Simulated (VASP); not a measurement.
# Cr (Cmcm) in VASP: settings compared, part 2 of 3

VASP 6.6.1. Earlier steps stand in the parts before.

## 4. Single point, LDA, collinear spin, ferromagnetic start

This run uses another cell than the first one, of 11.04 Å³/atom.

Contents of INCAR:

```
PREC = Accurate ; ENCUT = 520
EDIFF = 1E-6 ; ISMEAR = -1
SIGMA = 0.05 ; LREAL = F
LASPH = T ; NELM = 150
ALGO = Normal ; ISIF = 2
LWAVE = F ; LCHARG = F
ISPIN = 2 ; MAGMOM = 3 3
LORBIT = 11 ; LMAXMIX = 4
NBANDS = 23
```

Contents of KPOINTS:

```
Automatic mesh
0
Gamma
  13 13 7
```

Contents of POSCAR:

```
Cr
1.0
    1.1315479221     -2.4336828554      0.0000000000
    1.1315479221      2.4336828554      0.0000000000
    0.0000000000      0.0000000000      4.0093808883
Cr
2
Direct
    0.8705325800      0.1294674200      0.7500000000
    0.1294674200      0.8705325800      0.2500000000
```

Potentials or basis: VASP PAW LDA potentials, release 64 (Cr_pv).

Launch:

```sh
cat potpaw_LDA.64/Cr_pv/POTCAR > POTCAR
mpirun -np 1 vasp_std > vasp.out
```

OUTCAR:

```text
PREC = Accurate
   ENCUT = 520
   EDIFF = 1E-6
   ISMEAR = -1
   LREAL = F
   LASPH = T
   NELM = 150
   ISIF = 2
   ISPIN = 2
   LORBIT = 11

 ion  position               nearest neighbor table
   1  0.871  0.129  0.750-   2 2.37   2 2.37   2 2.58   2 2.58   2 2.58   2 2.58
   2  0.129  0.871  0.250-   1 2.37   1 2.37   1 2.58   1 2.58   1 2.58   1 2.58

  LATTYP: Found a base centered orthorhombic cell.
 ALAT       =     2.2630958442
 B/A-ratio  =     2.1507554456
 C/A-ratio  =     1.7716354783

  Lattice vectors:

 A1 = (   1.1315479221,  -2.4336828554,   0.0000000000)
 A2 = (   1.1315479221,   2.4336828554,   0.0000000000)
 A3 = (   0.0000000000,   0.0000000000,   4.0093808883)

Analysis of symmetry for initial positions (statically):
=====================================================================
 Subroutine PRICEL returns:
 Original cell was already a primitive cell.

 Routine SETGRP: Setting up the symmetry group for a
 base centered orthorhombic supercell.

 Subroutine GETGRP returns: Found  8 space group operations
 (whereof  4 operations were pure point group operations)
 out of a pool of  8 trial point group operations.

The static configuration has the point symmetry C_2h.
 The point group associated with its full space group is D_2h.

Analysis of symmetry for dynamics (positions and initial velocities):
=====================================================================
 Subroutine PRICEL returns:
 Original cell was already a primitive cell.

 Routine SETGRP: Setting up the symmetry group for a
 base centered orthorhombic supercell.

 Subroutine GETGRP returns: Found  8 space group operations
 (whereof  4 operations were pure point group operations)
 out of a pool of  8 trial point group operations.

The dynamic configuration has the point symmetry C_2h.
 The point group associated with its full space group is D_2h.

Analysis of structural, dynamic, and magnetic symmetry:
=====================================================================
 Subroutine PRICEL returns:
 Original cell was already a primitive cell.

 Routine SETGRP: Setting up the symmetry group for a
 base centered orthorhombic supercell.

 Subroutine GETGRP returns: Found  8 space group operations
 (whereof  4 operations were pure point group operations)
 out of a pool of  8 trial point group operations.

The overall configuration has the point symmetry C_2h.
 The point group associated with its full space group is D_2h.

 Subroutine INISYM returns: Found  8 space group operations
 (whereof  4 operations are pure point group operations),
 and found     1 'primitive' translations

----------------------------------------------------------------------------------------

                                     Primitive cell

  volume of cell :      22.0823

  direct lattice vectors                    reciprocal lattice vectors
     1.131547922 -2.433682855  0.000000000     0.441872580 -0.205449941  0.000000000
     1.131547922  2.433682855  0.000000000     0.441872580  0.205449941  0.000000000
     0.000000000  0.000000000  4.009380888     0.000000000  0.000000000  0.249415066
[... 74 lines left out ...]
 SYSTEM =  unknown system
   PREC   = accura    normal or accurate (medium, high low for compatibility)
   ISTART =      0    job   : 0-new  1-cont  2-samecut
   ICHARG =      2    charge: 1-file 2-atom 10-const
   ISPIN  =      2    spin polarized calculation?
   LNONCOLLINEAR =      F non collinear calculations
   LSORBIT =      F    spin-orbit coupling
   LASPH  =      T    aspherical Exc in radial PAW
   ENCUT  =  520.0 eV  38.22 Ry    6.18 a.u.   4.99  4.99  7.45*2*pi/ulx,y,z
   NELM   =    150;   NELMIN=  2; NELMDL= -5     # of ELM steps
   EDIFF  = 0.1E-05   stopping-criterion for ELM
   LREAL  =      F    real-space projection
   EDIFFG = 0.1E-04   stopping-criterion for IOM
   NSW    =      0    number of steps for IOM
   IBRION =     -1    ionic relax: 0-MD 1-quasi-New 2-CG
   NFREE  =      0    steps in history (QN), initial steepest desc. (CG)
   ISIF   =      2    stress and relaxation
   ISYM   =      2    0-nonsym 1-usesym 2-fastsym
   POTIM  = 0.5000    time-step for ionic-motion
   TEBEG  =    0.0;   TEEND  =   0.0 temperature during run
   PSTRESS=    0.0 pullay stress
   NELECT =      24.0000    total number of electrons
   NUPDOWN=      -1.0000    fix difference up-down
   EMIN   =  10.00;   EMAX   =-10.00  energy-range for DOS
   EFERMI =   0.00;   METHOD = LEGACY
   ISMEAR =    -1;   SIGMA  =   0.05  broadening in eV -4-tet -1-fermi 0-gaus
   EFERMI_NEDOS =   21; number of points for ismear=-14 and -15
   IALGO  =     38    algorithm
   IMIX   =      4    mixing-type and parameters
     AMIX     =   0.40;   BMIX     =  1.00
     AMIX_MAG =   1.60;   BMIX_MAG =  1.00
  volume/ion in A,a.u.               =      11.04        74.51
  Fermi-wavevector in a.u.,A,eV,Ry     =   1.683180  3.180749 38.546585  2.833094
  Thomas-Fermi vector in A             =   2.766427
   LORBIT       =     11    0 simple, 1 ext, 2 COOP (PROOUT), +10 PAW based schemes
   GGA     = CA    functional components
   LHFCALC =     F    Hartree Fock is set to
   AEXX    =    0.0000 exact exchange contribution
   IVDW    =     0    specifies the selected vdW correction
   LEPSILON=     F    determine dielectric tensor
   LRPA    =     F    only Hartree local field effects (RPA)
 spin polarized calculation
  energy-cutoff  :      520.00
  volume of cell :       22.08
 maximum number of plane-waves:       619
   NGX =  9   NGY =  9   NGZ = 15

 number of electron      23.9999996 magnetization      -0.0004055

 number of electron      23.9999996 magnetization       0.0000526

 Free energy of the ion-electron system (eV)
  ---------------------------------------------------
  ext. energy  EPLUGINS =         0.00000000
  ---------------------------------------------------
  free energy    TOTEN  =       -20.59808859 eV

  energy without entropy =      -20.57533361  energy(sigma->0) =      -20.58671110

 E-fermi :  11.4044     XC(G=0): -14.2387

 val. band max:       11.3962274902   @ k =   0.3077   0.2308   0.1429
 cond. band min:      11.4139725155   @ k =  -0.3846   0.0769   0.2857
 fundamental gap:      0.0177450254
 Fermi energy:        11.4043847829

 spin component 1

 k-point     1 :       0.0000    0.0000    0.0000
  band No.  band energies     occupation
      1     -31.7735      1.00000
      2     -31.1094      1.00000
      3     -30.8203      1.00000
      4     -30.6509      1.00000
      5     -30.5402      1.00000
      6     -30.5270      1.00000
[... 613 lines left out ...]
     22      23.7246      0.00000
     23      24.6723      0.00000

 [... further k-points ...]

 spin component 2

 k-point     1 :       0.0000    0.0000    0.0000
  band No.  band energies     occupation
      1     -31.7735      1.00000
      2     -31.1093      1.00000
      3     -30.8203      1.00000
      4     -30.6509      1.00000
      5     -30.5401      1.00000
      6     -30.5269      1.00000
[... 613 lines left out ...]
     22      23.7246      0.00000
     23      24.6723      0.00000

 [... further k-points ...]

------------------------ aborting loop because EDIFF is reached ----------------------------------------

  FORCE on cell =-STRESS in cart. coord.  units (eV):
  Direction    XX          YY          ZZ          XY          YZ          ZX
  --------------------------------------------------------------------------------------
  -------------------------------------------------------------------------------------
  Total        0.0017529     -0.1412098      0.7633304      0.0000000      0.0000000      0.0000000
  in kB        0.1271790    -10.2454548     55.3833079      0.0000000      0.0000000      0.0000000
  external PRESSURE =      15.0883440 kB  Pullay stress =       0.0000000 kB

 VOLUME and BASIS-vectors are now :
 -----------------------------------------------------------------------------
  energy-cutoff  :      520.00
  volume of cell :       22.08
      direct lattice vectors                 reciprocal lattice vectors
     1.131547922 -2.433682855  0.000000000     0.441872580 -0.205449941  0.000000000
     1.131547922  2.433682855  0.000000000     0.441872580  0.205449941  0.000000000
     0.000000000  0.000000000  4.009380888     0.000000000  0.000000000  0.249415066

 POSITION                                       TOTAL-FORCE (eV/Angst)
 -----------------------------------------------------------------------------------
      1.13155     -1.80352      3.00704         0.000000      0.188658      0.000000
      1.13155      1.80352      1.00235         0.000000     -0.188658     -0.000000
 -----------------------------------------------------------------------------------
    total drift:                               -0.000000     -0.000000      0.000000

  FREE ENERGIE OF THE ION-ELECTRON SYSTEM (eV)
  ---------------------------------------------------
  free  energy   TOTEN  =       -20.5980885920 eV

  energy  without entropy=      -20.5753336068  energy(sigma->0) =      -20.58671110

 total charge

# of ion       s       p       d       tot
------------------------------------------
    1        0.444   6.410   4.353  11.207
    2        0.444   6.410   4.353  11.207
--------------------------------------------------
tot          0.887  12.820   8.706  22.414

 magnetization (x)

# of ion       s       p       d       tot
------------------------------------------
    1        0.000   0.000   0.000   0.000
    2        0.000   0.000   0.000   0.000
--------------------------------------------------
tot          0.000   0.000   0.000   0.000
```

Run time: 3.4 min. Hardware: 1 thread of Intel Xeon 8259CL, shared host; peak memory 0.24 GiB.

What came out:

```yaml
Free_energy: -20.5981 eV
Pressure: 1.5 GPa
Largest_force: 0.189 eV/Å
Band_gap_on_the_k_mesh: zero (filled and empty bands overlap)
Net_moment: 0.00 μB per cell
Valence_electrons_inside_the_program's_atomic_spheres: Cr 11.21
```

Forces on the atoms (eV/Å):
```
Cr   0.000  0.189  0.000
Cr   0.000 -0.189  0.000
```

Stress tensor (GPa, compression positive):
```
 0.01  0.00  0.00
 0.00 -1.02  0.00
 0.00  0.00  5.54
```

Levels at points of the mesh, in eV from the Fermi level:
Spin up:
| k point | band 10 | band 11 | band 12 | band 13 | band 14 | band 15 |
| --- | --- | --- | --- | --- | --- | --- |
| (0.00, 0.00, 0.00) | -2.03 | -0.92 | 0.15 | 1.05 | 1.08 | 1.23 |
Spin down:
```tsv
k point	band 8	band 9	band 10	band 11	band 12	band 13	band 14	band 15	band 16	band 17
(0.00, 0.00, 0.00)	-4.53	-2.27	-2.03	-0.92	0.15	1.05	1.08	1.23	1.76	1.92
```

## 5. Single point, LDA, collinear spin, ferromagnetic start

This run uses another cell than the first one, of 11.27 Å³/atom.

Contents of INCAR:

```
SYSTEM = Cr
PREC = Accurate
ENCUT = 520
EDIFF = 1E-6
ISMEAR = -1
SIGMA = 0.05
LREAL = .FALSE.
LASPH = .TRUE.
NELM = 150
ALGO = Normal
ISIF = 2
LWAVE = .FALSE.
LCHARG = .TRUE.
ISPIN = 2
MAGMOM = 3 3
LORBIT = 11
LMAXMIX = 4
GGA = CA
LELF = .TRUE.
LVHAR = .TRUE.
NBANDS = 23
```

Contents of KPOINTS:

```
regular mesh
0
G
  13 13 7
  0 0 0
```

Contents of POSCAR:

```
Cr
1.0
    1.1393519475     -2.4504674055      0.0000000000
    1.1393519475      2.4504674055      0.0000000000
    0.0000000000      0.0000000000      4.0370326648
Cr
2
Direct
    0.8705325800      0.1294674200      0.7500000000
    0.1294674200      0.8705325800      0.2500000000
```

Launch:

```sh
cat potpaw_LDA.64/Cr_pv/POTCAR > POTCAR
mpirun -np 1 vasp_std > vasp.out
```

Run time: 3.5 min. Hardware: 1 thread of Intel Xeon 8259CL, shared host; peak memory 0.24 GiB.

Results (log left out):

- Free energy: -20.5945 eV
- Pressure: -4.2 GPa
- Largest force: 0.175 eV/Å
- Band gap on the k mesh: zero (filled and empty bands overlap)
- Net moment: 0.00 μB per cell
- Valence electrons inside the program's atomic spheres: Cr 11.16

Forces in eV/Å, atoms in the order of the input:
```
Cr   0.000  0.175  0.000
Cr   0.000 -0.175  0.000
```

Stress tensor (GPa, compression positive):
```
-5.82  0.00  0.00
 0.00 -6.38  0.00
 0.00  0.00 -0.30
```

Levels at points of the mesh, in eV from the Fermi level:
Spin up:
```
           k point  band 8  band 9  band 10  band 11  band 12  band 13  band 14  band 15  band 16  band 17
(0.00, 0.00, 0.00)   -4.42   -2.21    -1.97    -0.89     0.15     1.02     1.06     1.17     1.71     1.87
```
Spin down:
| k point | band 9 | band 10 | band 11 | band 12 | band 13 | band 14 | band 15 | band 16 |
| --- | --- | --- | --- | --- | --- | --- | --- | --- |
| (0.00, 0.00, 0.00) | -2.21 | -1.97 | -0.89 | 0.15 | 1.02 | 1.06 | 1.17 | 1.71 |

Caveat: the cell stands under tension.

(Part 2 of 3 ends here.)
